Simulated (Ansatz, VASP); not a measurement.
## Cu3Sn2 in VASP and in Ansatz

```
Cu Sn
1.0
     4.84726    0.00000    0.00000
     0.00000    4.84726    0.00000
     0.00000    0.00000    4.84726
Cu Sn
3 2
Direct
  0.50000 0.00000 0.00000
  0.00000 0.50000 0.00000
  0.00000 0.00000 0.50000
  0.00000 0.00000 0.00000
  0.50000 0.50000 0.50000
```

Alike in both runs: task relaxation of cell and atoms; functional PBE; k mesh 8 × 8 × 8; occupations gaussian, width 0.1 eV; no spin polarisation.

|  | VASP | Ansatz |
| --- | --- | --- |
| version | VASP 6.6.1 | Ansatz 0.2.0 |
| potentials or method | VASP PAW PBE potentials, release 64 (Cu, Sn_d), cutoff 600 eV | scalar-relativistic, plane waves, PAW |
| valence electrons in the cell | 61 | 85 |

```tsv
	VASP	Ansatz	Ansatz less VASP
gap on the k mesh at the Fermi level, each at its own relaxed structure (eV)	none	none	-
relaxed volume (Å³/atom)	22.88	22.81	-0.071
relaxed length of the cell vector where the two differ most in proportion (Å)	4.855	4.850	-0.0050
```

A gap of «none» marks a metal or a gap that the smearing closes. VASP's potentials hold 61 valence electrons a cell and Ansatz's 85, so a difference there can come from the potentials and not from the codes.
